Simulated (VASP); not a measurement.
## Sr: electric field gradients with LDA

The system is Sr.

```xyz
2
Lattice="4.3100 0.0000 0.0000 -2.1550 3.7326 0.0000 0.0000 0.0000 7.0500" Properties=species:S:1:pos:R:3 pbc="T T T"
Sr    0.0000    2.4884    1.7625
Sr    2.1550    1.2442    5.2875
```

This isn't the form of Sr at room conditions, which is fcc.

* Program: VASP 6.6.1
* Task: electric field gradients
* Functional: LDA
* Potentials or basis: VASP PAW LDA potentials, release 64 (Sr_sv)
* Cutoff: 520 eV
* k mesh: 10 × 10 × 5
* Occupations: fermi-dirac, width 0.08 eV
* Spin: no spin polarisation
* Dipole correction: no
* Further INCAR settings: ALGO = Normal; EDIFF = 1e-08; NBANDS = 17

- Pressure: -1.6 GPa
- Band gap on the k mesh: zero (bands 10 and 11 overlap by 0.12 eV)
- Largest electric field gradient by atom: Sr -2.6 V/Å²

Levels at points of the mesh, in eV from the Fermi level:
```
           k point  band 7  band 8  band 9  band 10  band 11  band 12  band 13  band 14
(0.00, 0.00, 0.00)  -18.51  -18.51   -3.62    -1.17     0.08     2.16     2.18     2.18
(0.50, 0.00, 0.00)  -18.55  -18.53   -1.15    -0.53     0.08     0.23     1.26     1.80
```

Electric field gradients, principal values (V/Å²):
```
atom  least  middle  greatest (by size)
1 Sr  1.281   1.281              -2.561
2 Sr  1.281   1.281              -2.561
```

Run time: 96 s on 1 thread of Oxide Virtual Turin-like Processor, with other jobs on the host, peak memory 0.18 GiB.

Caveat: without QUAD_EFG the Cq values of the log hold for a quadrupole moment of 1 mb, not for the nuclei.
